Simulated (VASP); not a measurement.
# CdTe (F-43m) in VASP: further runs

The runs below take CdTe through single point, with PBE.

Program: VASP 6.6.1. These are calculated values, not measurements. Logs are shortened: lines on timing, memory, paths and dates and some standing lists are left out, and cuts for length are marked.

## Step 1: The cell of the first run

The structure is cubic, space group F-43m (No. 216). The conventional cell has a = 6.495 Å, b = 6.495 Å, c = 6.495 Å, α = 90.00°, β = 90.00°, γ = 90.00°. Cd (site symmetry -43m) has 4 Te at 2.81 Å within 3.7 Å. Within 3.7 Å of Te (site symmetry -43m) lie 4 Cd at 2.81 Å.

## Step 2: Single point, PBE (34.24 Å³/atom)

INCAR reads:

```
SYSTEM = CdTe
PREC = Accurate ; ENCUT = 520
EDIFF = 1E-6 ; ISMEAR = 0
SIGMA = 0.05 ; LREAL = .FALSE.
LASPH = .TRUE. ; NELM = 100
ALGO = Normal ; ISIF = 2
LWAVE = .FALSE. ; LCHARG = .TRUE.
GGA = PE ; LELF = .TRUE.
LVHAR = .TRUE. ; NBANDS = 16
```

KPOINTS reads:

```
regular mesh
0
G
  10 10 10
  0 0 0
```

POSCAR reads:

```
CdTe
1.0
    0.0000000000      3.2472751666      3.2472751666
    3.2472751666      0.0000000000      3.2472751666
    3.2472751666      3.2472751666      0.0000000000
Cd Te
1 1
Direct
    0.0000000000      0.0000000000      0.0000000000
    0.2500000000      0.2500000000      0.2500000000
```

Potentials or basis: VASP PAW PBE potentials, release 64 (Cd, Te).

Launch:

```console
$ cat potpaw_PBE.64/Cd/POTCAR potpaw_PBE.64/Te/POTCAR > POTCAR
$ mpirun -np 1 vasp_std > vasp.out
```

OUTCAR:

```text
SYSTEM = CdTe
   PREC = Accurate
   ENCUT = 520
   EDIFF = 1E-6
   ISMEAR = 0
   LREAL = .FALSE.
   LASPH = .TRUE.
   NELM = 100
   ISIF = 2
   GGA = PE

 ion  position               nearest neighbor table
   1  0.000  0.000  0.000-   2 2.81   2 2.81   2 2.81   2 2.81
   2  0.250  0.250  0.250-   1 2.81   1 2.81   1 2.81   1 2.81

  LATTYP: Found a face centered cubic cell.
 ALAT       =     6.4945503332

  Lattice vectors:

 A1 = (   0.0000000000,   3.2472751666,   3.2472751666)
 A2 = (   3.2472751666,   0.0000000000,   3.2472751666)
 A3 = (   3.2472751666,   3.2472751666,   0.0000000000)

Analysis of symmetry for initial positions (statically):
=====================================================================
 Subroutine PRICEL returns:
 Original cell was already a primitive cell.

 Routine SETGRP: Setting up the symmetry group for a
 face centered cubic supercell.

 Subroutine GETGRP returns: Found 24 space group operations
 (whereof 24 operations were pure point group operations)
 out of a pool of 48 trial point group operations.

The static configuration has the point symmetry T_d .

Analysis of symmetry for dynamics (positions and initial velocities):
=====================================================================
 Subroutine PRICEL returns:
 Original cell was already a primitive cell.

 Routine SETGRP: Setting up the symmetry group for a
 face centered cubic supercell.

 Subroutine GETGRP returns: Found 24 space group operations
 (whereof 24 operations were pure point group operations)
 out of a pool of 48 trial point group operations.

The dynamic configuration has the point symmetry T_d .

 Subroutine INISYM returns: Found 24 space group operations
 (whereof 24 operations are pure point group operations),
 and found     1 'primitive' translations

----------------------------------------------------------------------------------------

                                     Primitive cell

  volume of cell :      68.4837

  direct lattice vectors                    reciprocal lattice vectors
     0.000000000  3.247275167  3.247275167    -0.153975248  0.153975248  0.153975248
     3.247275167  0.000000000  3.247275167     0.153975248 -0.153975248  0.153975248
     3.247275167  3.247275167  0.000000000     0.153975248  0.153975248 -0.153975248

  length of vectors
     4.592340581  4.592340581  4.592340581     0.266692953  0.266692953  0.266692953

  position of ions in fractional coordinates (direct lattice)
     0.000000000  0.000000000  0.000000000
     0.250000000  0.250000000  0.250000000

  ion indices of the primitive-cell ions
   primitive index   ion index
                 1           1
                 2           2

----------------------------------------------------------------------------------------

 KPOINTS: regular mesh

Automatic generation of k-mesh.
 Grid dimensions read from file:
 generate k-points for:   10   10   10

 Generating k-lattice:

  Cartesian coordinates                     Fractional coordinates (reciprocal lattice)
    -0.015397525  0.015397525  0.015397525     0.100000000  0.000000000  0.000000000
     0.015397525 -0.015397525  0.015397525     0.000000000  0.100000000  0.000000000
     0.015397525  0.015397525 -0.015397525     0.000000000  0.000000000  0.100000000

  Length of vectors
     0.026669295  0.026669295  0.026669295

  Shift w.r.t. Gamma in fractional coordinates (k-lattice)
     0.000000000  0.000000000  0.000000000

 Subroutine IBZKPT returns following result:
 ===========================================

 Found     47 irreducible k-points:

 Following reciprocal coordinates:
            Coordinates               Weight
  0.000000  0.000000  0.000000      1.000000
  0.100000  0.000000  0.000000      8.000000
  0.200000  0.000000  0.000000      8.000000
  0.300000  0.000000  0.000000      8.000000
  0.400000  0.000000  0.000000      8.000000
  0.500000  0.000000  0.000000      4.000000
[... 16 lines left out ...]
  0.300000  0.300000  0.000000      6.000000
  0.400000  0.300000  0.000000     24.000000
 [... further k-points ...]
   k-points           NKPTS =     47   k-points in BZ     NKDIM =     47   number of bands    NBANDS=     16
   number of dos      NEDOS =    301   number of ions     NIONS =      2
   total plane-waves  NPLWV =  46656
   dimension x,y,z NGX =    36 NGY =   36 NGZ =   36
   dimension x,y,z NGXF=    72 NGYF=   72 NGZF=   72
   ions per type =               1   1
   NGX,Y,Z   is equivalent  to a cutoff of  13.03, 13.03, 13.03 a.u.
   NGXF,Y,Z  is equivalent  to a cutoff of  26.06, 26.06, 26.06 a.u.
 SYSTEM =  CdTe
   PREC   = accura    normal or accurate (medium, high low for compatibility)
   ISTART =      0    job   : 0-new  1-cont  2-samecut
   ICHARG =      2    charge: 1-file 2-atom 10-const
   ISPIN  =      1    spin polarized calculation?
   LNONCOLLINEAR =      F non collinear calculations
   LSORBIT =      F    spin-orbit coupling
   LASPH  =      T    aspherical Exc in radial PAW
   ENCUT  =  520.0 eV  38.22 Ry    6.18 a.u.   8.54  8.54  8.54*2*pi/ulx,y,z
   NELM   =    100;   NELMIN=  2; NELMDL= -5     # of ELM steps
   EDIFF  = 0.1E-05   stopping-criterion for ELM
   LREAL  =      F    real-space projection
   EDIFFG = 0.1E-04   stopping-criterion for IOM
   NSW    =      0    number of steps for IOM
   IBRION =     -1    ionic relax: 0-MD 1-quasi-New 2-CG
   NFREE  =      0    steps in history (QN), initial steepest desc. (CG)
   ISIF   =      2    stress and relaxation
   ISYM   =      2    0-nonsym 1-usesym 2-fastsym
   POTIM  = 0.5000    time-step for ionic-motion
   TEBEG  =    0.0;   TEEND  =   0.0 temperature during run
   PSTRESS=    0.0 pullay stress
   NELECT =      18.0000    total number of electrons
   NUPDOWN=      -1.0000    fix difference up-down
   EMIN   =  10.00;   EMAX   =-10.00  energy-range for DOS
   EFERMI =   0.00;   METHOD = LEGACY
   ISMEAR =     0;   SIGMA  =   0.05  broadening in eV -4-tet -1-fermi 0-gaus
   EFERMI_NEDOS =   21; number of points for ismear=-14 and -15
   IALGO  =     38    algorithm
   IMIX   =      4    mixing-type and parameters
     AMIX     =   0.40;   BMIX     =  1.00
     AMIX_MAG =   1.60;   BMIX_MAG =  1.00
  volume/ion in A,a.u.               =      34.24       231.08
  Fermi-wavevector in a.u.,A,eV,Ry     =   1.048665  1.981689 14.962290  1.099697
  Thomas-Fermi vector in A             =   2.183595
   LORBIT       =      0    0 simple, 1 ext, 2 COOP (PROOUT), +10 PAW based schemes
   GGA     = PE    functional components
   LHFCALC =     F    Hartree Fock is set to
   AEXX    =    0.0000 exact exchange contribution
   IVDW    =     0    specifies the selected vdW correction
   LEPSILON=     F    determine dielectric tensor
   LRPA    =     F    only Hartree local field effects (RPA)
 non-spin polarized calculation
 Gauss-broadening in eV      SIGMA  =   0.05
  energy-cutoff  :      520.00
  volume of cell :       68.48
 maximum number of plane-waves:      1863
 NGX is ok and might be reduce to    36
   NGX = 17   NGY = 17   NGZ = 17

 number of electron      17.9999998 magnetization

 Free energy of the ion-electron system (eV)
  ---------------------------------------------------
  ext. energy  EPLUGINS =         0.00000000
  ---------------------------------------------------
  free energy    TOTEN  =        -4.78298248 eV

  energy without entropy =       -4.78298248  energy(sigma->0) =       -4.78298248

 E-fermi :   2.5093     XC(G=0):  -8.5573

 val. band max:        2.2887873743   @ k =   0.0000   0.0000   0.0000
 cond. band min:       3.0417425630   @ k =   0.0000   0.0000   0.0000
 fundamental gap:      0.7529551887
 Fermi energy:         2.5093080987

 k-point     1 :       0.0000    0.0000    0.0000
  band No.  band energies     occupation
      1      -8.8489      2.00000
      2      -5.9741      2.00000
      3      -5.9741      2.00000
      4      -5.9741      2.00000
      5      -5.7181      2.00000
      6      -5.7181      2.00000
[... 8 lines left out ...]
     15      11.6363      0.00000
     16      11.6363      0.00000

 k-point     2 :       0.1000    0.0000    0.0000
  band No.  band energies     occupation
      1      -8.8114      2.00000
      2      -5.9670      2.00000
      3      -5.9670      2.00000
      4      -5.9455      2.00000
      5      -5.7187      2.00000
      6      -5.7187      2.00000
[... 8 lines left out ...]
     15      11.0771      0.00000
     16      11.0771      0.00000

 k-point     3 :       0.2000    0.0000    0.0000
  band No.  band energies     occupation
      1      -8.7130      2.00000
      2      -5.9492      2.00000
      3      -5.9492      2.00000
      4      -5.8521      2.00000
      5      -5.7192      2.00000
      6      -5.7192      2.00000
[... 8 lines left out ...]
     15      10.6969      0.00000
     16      10.7385      0.00000

 k-point     4 :       0.3000    0.0000    0.0000
  band No.  band energies     occupation
      1      -8.5917      2.00000
      2      -5.9296      2.00000
      3      -5.9296      2.00000
      4      -5.7168      2.00000
      5      -5.7168      2.00000
      6      -5.6843      2.00000
[... 8 lines left out ...]
     15      10.9415      0.00000
     16      10.9415      0.00000
[... 324 lines left out ...]
 k-point    22 :      -0.2000    0.2000    0.0000
  band No.  band energies     occupation
      1      -8.5511      2.00000
      2      -5.9200      2.00000
      3      -5.9082      2.00000
      4      -5.7305      2.00000
      5      -5.7281      2.00000
      6      -5.6203      2.00000
[... 8 lines left out ...]
     15      11.8565      0.00000
     16      12.5344      0.00000

 k-point    23 :       0.3000    0.3000    0.0000
  band No.  band energies     occupation
      1      -8.5096      2.00000
      2      -5.8731      2.00000
      3      -5.8731      2.00000
      4      -5.8046      2.00000
      5      -5.6984      2.00000
      6      -5.6028      2.00000
[... 8 lines left out ...]
     15      12.3808      0.00000
     16      13.7764      0.00000

 k-point    24 :       0.4000    0.3000    0.0000
  band No.  band energies     occupation
      1      -8.4351      2.00000
      2      -5.8616      2.00000
      3      -5.8531      2.00000
      4      -5.7937      2.00000
      5      -5.6957      2.00000
      6      -5.4609      2.00000
[... 8 lines left out ...]
     15      12.7837      0.00000
     16      13.9646      0.00000

 [... further k-points ...]

------------------------ aborting loop because EDIFF is reached ----------------------------------------

  FORCE on cell =-STRESS in cart. coord.  units (eV):
  Direction    XX          YY          ZZ          XY          YZ          ZX
  --------------------------------------------------------------------------------------
  -------------------------------------------------------------------------------------
  Total        1.0324319      1.0324319      1.0324319      0.0000000      0.0000000     -0.0000000
  in kB       24.1537578     24.1537578     24.1537578      0.0000000      0.0000000     -0.0000000
  external PRESSURE =      24.1537578 kB  Pullay stress =       0.0000000 kB

 VOLUME and BASIS-vectors are now :
 -----------------------------------------------------------------------------
  energy-cutoff  :      520.00
  volume of cell :       68.48
      direct lattice vectors                 reciprocal lattice vectors
     0.000000000  3.247275167  3.247275167    -0.153975248  0.153975248  0.153975248
     3.247275167  0.000000000  3.247275167     0.153975248 -0.153975248  0.153975248
     3.247275167  3.247275167  0.000000000     0.153975248  0.153975248 -0.153975248

 POSITION                                       TOTAL-FORCE (eV/Angst)
 -----------------------------------------------------------------------------------
      0.00000      0.00000      0.00000         0.000000      0.000000      0.000000
      1.62364      1.62364      1.62364        -0.000000     -0.000000     -0.000000
 -----------------------------------------------------------------------------------
    total drift:                               -0.000000     -0.000000     -0.000000

  FREE ENERGIE OF THE ION-ELECTRON SYSTEM (eV)
  ---------------------------------------------------
  free  energy   TOTEN  =        -4.7829824833 eV

  energy  without entropy=       -4.7829824833  energy(sigma->0) =       -4.78298248
```

Run time: 67 s. Hardware: 1 thread of Intel Xeon 8259CL, shared host; peak memory 0.23 GiB.

What came out:

```
Free energy            : -4.7830 eV
Pressure               : 2.4 GPa
Band gap on the k mesh : 0.75 eV
```

Caveat: spin-orbit coupling is left out, which moves the levels of the heavy elements.

## Step 3: Single point, PBE (34.79 Å³/atom)

This run uses another cell than the first one, of 34.79 Å³/atom.

INCAR reads:

```
PREC = Accurate ; ENCUT = 520
EDIFF = 1E-6 ; ISMEAR = 0
SIGMA = 0.05 ; LREAL = F
LASPH = T ; NELM = 100
ALGO = Normal ; ISIF = 2
LWAVE = F ; LCHARG = T
GGA = PE ; LELF = T
LVHAR = T ; NBANDS = 16
```

KPOINTS reads:

```
Automatic mesh
0
Gamma
  10 10 10
```

POSCAR reads:

```
CdTe
1.0
    0.0000000000      3.2643664034      3.2643664034
    3.2643664034      0.0000000000      3.2643664034
    3.2643664034      3.2643664034      0.0000000000
Cd Te
1 1
Direct
    0.0000000000      0.0000000000      0.0000000000
    0.2500000000      0.2500000000      0.2500000000
```

Potentials or basis: VASP PAW PBE potentials, release 64 (Cd, Te).

Launch:

```console
$ cat potpaw_PBE.64/Cd/POTCAR potpaw_PBE.64/Te/POTCAR > POTCAR
$ mpirun -np 1 vasp_std > vasp.out
```

It took 69 s on 1 thread of Intel Xeon 8259CL, shared host; peak memory 0.23 GiB.

Results (log left out):

```yaml
Free_energy: -4.7969 eV
Pressure: 1.7 GPa
Band_gap_on_the_k_mesh: 0.71 eV
```

Levels at points of the mesh, in eV from the valence-band top:
```
           k point  band 5  band 6  band 7  band 8  band 9  band 10  band 11  band 12  band 13  band 14
(0.00, 0.00, 0.00)   -7.97   -7.97    0.00    0.00    0.00     0.71     4.62     4.62     4.62     7.43
(0.50, 0.00, 0.00)   -7.96   -7.63   -4.30   -0.74   -0.74     1.80     5.20     5.20     7.06     8.57
(0.50, 0.50, 0.00)   -7.94   -7.50   -4.20   -1.79   -1.79     2.66     2.67     8.72     9.02     9.02
```

Caveat: spin-orbit coupling is left out, which moves the levels of the heavy elements.

[end of part 1 of 2]
